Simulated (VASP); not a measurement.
B2W, 3 atoms in the cell. It takes space group P6/mmm (No. 191, hexagonal). Conventional cell: a = 3.020 Å, b = 3.020 Å, c = 3.050 Å, α = 90.00°, β = 90.00°, γ = 120.00°. Within 2.3 Å of B (site symmetry -6m2) lie 3 B at 1.74 Å. Within 3.1 Å of W (site symmetry 6/mmm) lie 12 B at 2.32 Å and 8 W at 3.02 to 3.05 Å. 

```yaml
Program: VASP 6.6.1
Task: single point
Functional: r2SCAN
Potentials_or_basis: VASP PAW PBE potentials, release 64 (B, W_sv)
Cutoff: 520 eV
k_mesh: 12 × 12 × 10
Occupations: gaussian, width 0.1 eV
Spin: no spin polarisation
Dipole_correction: no
Further_INCAR_settings: ALGO = Normal; EDIFF = 1e-06; NBANDS = 17
```

Potentials or basis: VASP PAW PBE potentials, release 64 (B, W_sv).

Command:

```console
$ cat potpaw_PBE.64/B/POTCAR potpaw_PBE.64/W_sv/POTCAR > POTCAR
$ cp INCAR.step1 INCAR
$ mpirun -np 1 vasp_std > vasp.out
$ cp INCAR.step2 INCAR
$ mpirun -np 1 vasp_std > vasp.out
```

Hardware: 1 thread of Intel(R) Xeon(R) 6975P-C (Granite Rapids), with other jobs on the host.

How long does it take, and how much memory?

It took 44 s on 1 thread of Intel(R) Xeon(R) 6975P-C (Granite Rapids), on a shared host, peak memory 0.18 GiB. Counts: k points 114.
